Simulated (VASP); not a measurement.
# Zr (P6_3/mmc) in VASP: single point with PBEsol+D4

Aim: the single point of Zr with PBEsol+D4.

Program: VASP 6.6.1. These are calculated values, not measurements. Logs are shortened: lines on timing, memory, paths and dates and some standing lists are left out, and cuts for length are marked.

## 1. The cell of the first run

The structure is hexagonal, space group P6_3/mmc (No. 194). The conventional cell has a = 3.173 Å, b = 3.173 Å, c = 5.107 Å, α = 90.00°, β = 90.00°, γ = 120.00°. Zr (site symmetry -6m2) has 12 Zr at 3.14 to 3.17 Å within 4.1 Å.

## 2. Single point, PBEsol+D4

Input file INCAR:

```
SYSTEM = Zr
PREC = Accurate
ENCUT = 500
EDIFF = 1E-6
ISMEAR = 0
SIGMA = 0.1
LREAL = .FALSE.
LASPH = .TRUE.
NELM = 120
ALGO = Normal
ISIF = 2
LWAVE = .FALSE.
LCHARG = .FALSE.
GGA = PS
IVDW = 13
NBANDS = 19
GGA_COMPAT = .FALSE.
```

Input file KPOINTS:

```
regular mesh
0
G
  15 15 8
  0 0 0
```

Input file POSCAR:

```
Zr
1.0
    3.1732991194      0.0000000000      0.0000000000
   -1.5866495597      2.7481576512      0.0000000000
    0.0000000000      0.0000000000      5.1073712893
Zr
2
Direct
    0.3333333333      0.6666666667      0.2500000000
    0.6666666667      0.3333333333      0.7500000000
```

Potentials or basis: VASP PAW PBE potentials, release 64 (Zr_sv).

Started as:

```bash
cat potpaw_PBE.64/Zr_sv/POTCAR > POTCAR
mpirun -np 1 vasp_std > vasp.out
```

OUTCAR:

```text
SYSTEM = Zr
   PREC = Accurate
   ENCUT = 500
   EDIFF = 1E-6
   ISMEAR = 0
   LREAL = .FALSE.
   LASPH = .TRUE.
   NELM = 120
   ISIF = 2
   GGA = PS
   IVDW = 13

 ion  position               nearest neighbor table
   1  0.333  0.667  0.250-   2 3.14   2 3.14   2 3.14   2 3.14   2 3.14   2 3.14
   2  0.667  0.333  0.750-   1 3.14   1 3.14   1 3.14   1 3.14   1 3.14   1 3.14

  LATTYP: Found a hexagonal cell.
 ALAT       =     3.1732991194
 C/A-ratio  =     1.6094830954

  Lattice vectors:

 A1 = (   3.1732991194,   0.0000000000,   0.0000000000)
 A2 = (  -1.5866495597,   2.7481576512,   0.0000000000)
 A3 = (   0.0000000000,   0.0000000000,   5.1073712893)

Analysis of symmetry for initial positions (statically):
=====================================================================
 Subroutine PRICEL returns:
 Original cell was already a primitive cell.

 Routine SETGRP: Setting up the symmetry group for a
 hexagonal supercell.

 Subroutine GETGRP returns: Found 24 space group operations
 (whereof 12 operations were pure point group operations)
 out of a pool of 24 trial point group operations.

The static configuration has the point symmetry D_3d.
 The point group associated with its full space group is D_6h.

Analysis of symmetry for dynamics (positions and initial velocities):
=====================================================================
 Subroutine PRICEL returns:
 Original cell was already a primitive cell.

 Routine SETGRP: Setting up the symmetry group for a
 hexagonal supercell.

 Subroutine GETGRP returns: Found 24 space group operations
 (whereof 12 operations were pure point group operations)
 out of a pool of 24 trial point group operations.

The dynamic configuration has the point symmetry D_3d.
 The point group associated with its full space group is D_6h.

 Subroutine INISYM returns: Found 24 space group operations
 (whereof 12 operations are pure point group operations),
 and found     1 'primitive' translations

----------------------------------------------------------------------------------------

                                     Primitive cell

  volume of cell :      44.5400

  direct lattice vectors                    reciprocal lattice vectors
     3.173299119  0.000000000  0.000000000     0.315129448  0.181940072  0.000000000
    -1.586649560  2.748157651  0.000000000     0.000000000  0.363880143  0.000000000
     0.000000000  0.000000000  5.107371289     0.000000000  0.000000000  0.195795438

  length of vectors
     3.173299119  3.173299119  5.107371289     0.363880143  0.363880143  0.195795438

  position of ions in fractional coordinates (direct lattice)
     0.333333333  0.666666667  0.250000000
     0.666666667  0.333333333  0.750000000

  ion indices of the primitive-cell ions
   primitive index   ion index
                 1           1
                 2           2

----------------------------------------------------------------------------------------

 KPOINTS: regular mesh

Automatic generation of k-mesh.
 Grid dimensions read from file:
 generate k-points for:   15   15    8

 Generating k-lattice:

  Cartesian coordinates                     Fractional coordinates (reciprocal lattice)
     0.021008630  0.012129338  0.000000000     0.066666667  0.000000000  0.000000000
     0.000000000  0.024258676  0.000000000     0.000000000  0.066666667  0.000000000
     0.000000000  0.000000000  0.024474430     0.000000000  0.000000000  0.125000000

  Length of vectors
     0.024258676  0.024258676  0.024474430

  Shift w.r.t. Gamma in fractional coordinates (k-lattice)
     0.000000000  0.000000000  0.000000000

 Subroutine IBZKPT returns following result:
 ===========================================

 Found    135 irreducible k-points:

 Following reciprocal coordinates:
            Coordinates               Weight
  0.000000  0.000000  0.000000      1.000000
  0.066667  0.000000  0.000000      6.000000
  0.133333  0.000000  0.000000      6.000000
  0.200000  0.000000  0.000000      6.000000
  0.266667  0.000000  0.000000      6.000000
  0.333333  0.000000  0.000000      6.000000
[... 16 lines left out ...]
  0.333333  0.200000  0.000000     12.000000
  0.400000  0.200000  0.000000      6.000000
 [... further k-points ...]
   k-points           NKPTS =    135   k-points in BZ     NKDIM =    135   number of bands    NBANDS=     19
   number of dos      NEDOS =    301   number of ions     NIONS =      2
   total plane-waves  NPLWV =  23040
   dimension x,y,z NGX =    24 NGY =   24 NGZ =   40
   dimension x,y,z NGXF=    48 NGYF=   48 NGZF=   80
   ions per type =               2
   NGX,Y,Z   is equivalent  to a cutoff of  12.57, 12.57, 13.02 a.u.
   NGXF,Y,Z  is equivalent  to a cutoff of  25.15, 25.15, 26.04 a.u.
 SYSTEM =  Zr
   PREC   = accura    normal or accurate (medium, high low for compatibility)
   ISTART =      0    job   : 0-new  1-cont  2-samecut
   ICHARG =      2    charge: 1-file 2-atom 10-const
   ISPIN  =      1    spin polarized calculation?
   LNONCOLLINEAR =      F non collinear calculations
   LSORBIT =      F    spin-orbit coupling
   LASPH  =      T    aspherical Exc in radial PAW
   ENCUT  =  500.0 eV  36.75 Ry    6.06 a.u.   5.79  5.79  9.31*2*pi/ulx,y,z
   NELM   =    120;   NELMIN=  2; NELMDL= -5     # of ELM steps
   EDIFF  = 0.1E-05   stopping-criterion for ELM
   LREAL  =      F    real-space projection
   EDIFFG = 0.1E-04   stopping-criterion for IOM
   NSW    =      0    number of steps for IOM
   IBRION =     -1    ionic relax: 0-MD 1-quasi-New 2-CG
   NFREE  =      0    steps in history (QN), initial steepest desc. (CG)
   ISIF   =      2    stress and relaxation
   ISYM   =      2    0-nonsym 1-usesym 2-fastsym
   POTIM  = 0.5000    time-step for ionic-motion
   TEBEG  =    0.0;   TEEND  =   0.0 temperature during run
   PSTRESS=    0.0 pullay stress
   NELECT =      24.0000    total number of electrons
   NUPDOWN=      -1.0000    fix difference up-down
   EMIN   =  10.00;   EMAX   =-10.00  energy-range for DOS
   EFERMI =   0.00;   METHOD = LEGACY
   ISMEAR =     0;   SIGMA  =   0.10  broadening in eV -4-tet -1-fermi 0-gaus
   EFERMI_NEDOS =   21; number of points for ismear=-14 and -15
   IALGO  =     38    algorithm
   IMIX   =      4    mixing-type and parameters
     AMIX     =   0.40;   BMIX     =  1.00
     AMIX_MAG =   1.60;   BMIX_MAG =  1.00
  volume/ion in A,a.u.               =      22.27       150.29
  Fermi-wavevector in a.u.,A,eV,Ry     =   1.332177  2.517449 24.146194  1.774695
  Thomas-Fermi vector in A             =   2.461132
   LORBIT       =      0    0 simple, 1 ext, 2 COOP (PROOUT), +10 PAW based schemes
   GGA     = PS    functional components
   LHFCALC =     F    Hartree Fock is set to
   AEXX    =    0.0000 exact exchange contribution
   IVDW    =    13    specifies the selected vdW correction
   LEPSILON=     F    determine dielectric tensor
   LRPA    =     F    only Hartree local field effects (RPA)
 non-spin polarized calculation
 Gauss-broadening in eV      SIGMA  =   0.10
  energy-cutoff  :      500.00
  volume of cell :       44.54
 maximum number of plane-waves:      1152
 NGX is ok and might be reduce to    24
   NGX = 11   NGY = 11   NGZ = 19

 number of electron      24.0000000 magnetization

 Free energy of the ion-electron system (eV)
  ---------------------------------------------------
  ext. energy  EPLUGINS =         0.00000000
  ---------------------------------------------------
  free energy    TOTEN  =       -18.16628053 eV

  energy without entropy =      -18.15603715  energy(sigma->0) =      -18.16115884

 E-fermi :   9.3832     XC(G=0): -11.4069

 val. band max:        9.3810064642   @ k =   0.2000   0.1333   0.3750
 cond. band min:       9.3938415270   @ k =   0.3333   0.3333   0.5000
 fundamental gap:      0.0128350628
 Fermi energy:         9.3832435899

 k-point     1 :       0.0000    0.0000    0.0000
  band No.  band energies     occupation
      1     -39.2826      2.00000
      2     -39.1022      2.00000
      3     -17.9085      2.00000
      4     -16.8995      2.00000
      5     -16.8995      2.00000
      6     -16.7604      2.00000
[... 11 lines left out ...]
     18      11.6570      0.00000
     19      14.0385      0.00000

 k-point     2 :       0.0667    0.0000    0.0000
  band No.  band energies     occupation
      1     -39.2763      2.00000
      2     -39.0994      2.00000
      3     -17.8927      2.00000
      4     -16.9362      2.00000
      5     -16.9113      2.00000
      6     -16.7829      2.00000
[... 11 lines left out ...]
     18      11.5373      0.00000
     19      14.1272      0.00000

 k-point     3 :       0.1333    0.0000    0.0000
  band No.  band energies     occupation
      1     -39.2584      2.00000
      2     -39.0916      2.00000
      3     -17.8467      2.00000
      4     -17.0399      2.00000
      5     -16.9439      2.00000
      6     -16.8884      2.00000
[... 11 lines left out ...]
     18      11.4225      0.00000
     19      14.3299      0.00000

 k-point     4 :       0.2000    0.0000    0.0000
  band No.  band energies     occupation
      1     -39.2312      2.00000
      2     -39.0807      2.00000
      3     -17.7745      2.00000
      4     -17.1920      2.00000
      5     -17.0384      2.00000
      6     -16.9899      2.00000
[... 407 lines left out ...]
     18      14.4563      0.00000
     19      15.2411      0.00000

 k-point    23 :       0.3333    0.2000    0.0000
  band No.  band energies     occupation
      1     -39.1057      2.00000
      2     -39.0571      2.00000
      3     -17.6224      2.00000
      4     -17.4646      2.00000
      5     -17.3716      2.00000
      6     -17.2669      2.00000
[... 11 lines left out ...]
     18      14.4276      0.00000
     19      15.9820      0.00000

 k-point    24 :       0.4000    0.2000    0.0000
  band No.  band energies     occupation
      1     -39.0959      2.00000
      2     -39.0593      2.00000
      3     -17.6476      2.00000
      4     -17.4598      2.00000
      5     -17.3292      2.00000
      6     -17.3021      2.00000
[... 11 lines left out ...]
     18      14.4169      0.00000
     19      16.1832      0.00000

 [... further k-points ...]

------------------------ aborting loop because EDIFF is reached ----------------------------------------

  DFT-D4 for vdW energy calculation

  Edisp (eV):   -0.25062

  FORCE on cell =-STRESS in cart. coord.  units (eV):
  Direction    XX          YY          ZZ          XY          YZ          ZX
  --------------------------------------------------------------------------------------
  -------------------------------------------------------------------------------------
  Total       0.01194     0.01194     0.01144     0.00000     0.00000     0.00000
  in kB       0.42967     0.42967     0.41167     0.00000     0.00000     0.00000
  external pressure =        0.42 kB  Pullay stress =        0.00 kB

 VOLUME and BASIS-vectors are now :
 -----------------------------------------------------------------------------
  energy-cutoff  :      500.00
  volume of cell :       44.54
      direct lattice vectors                 reciprocal lattice vectors
     3.173299119  0.000000000  0.000000000     0.315129448  0.181940072  0.000000000
    -1.586649560  2.748157651  0.000000000     0.000000000  0.363880143  0.000000000
     0.000000000  0.000000000  5.107371289     0.000000000  0.000000000  0.195795438

 POSITION                                       TOTAL-FORCE (eV/Angst)
 -----------------------------------------------------------------------------------
     -0.00000      1.83211      1.27684        -0.000000      0.000000      0.000000
      1.58665      0.91605      3.83053         0.000000     -0.000000      0.000000
 -----------------------------------------------------------------------------------
    total drift:                               -0.000000      0.000000     -0.000000

  FREE ENERGIE OF THE ION-ELECTRON SYSTEM (eV)
  ---------------------------------------------------
  free  energy   TOTEN  =       -18.4169041643 eV

  energy  without entropy=      -18.4066607864  energy(sigma->0) =      -18.41178248
```

Run time: 1.9 min. Hardware: 1 thread of AMD EPYC 7R13, shared host; peak memory 0.22 GiB.

What came out:

| Property | Result |
| --- | --- |
| Free energy | -18.4169 eV |
| Pressure | 0.0 GPa |
| Band gap on the k mesh | zero (bands 12 and 13 overlap by 1.33 eV) |
| Dispersion energy per atom | -0.125 eV |

Levels at points of the mesh, in eV from the Fermi level:
```csv
k point,band 9,band 10,band 11,band 12,band 13,band 14,band 15,band 16
"(0.00, 0.00, 0.00)",-5.77,-3.18,0.86,0.86,0.92,1.26,1.58,1.58
"(0.00, 0.00, 0.50)",-4.02,-4.02,-0.02,-0.02,0.78,0.78,0.78,0.78
```

Caveat: the PAW data sets were made with another functional, which shifts forces and pressure a little.
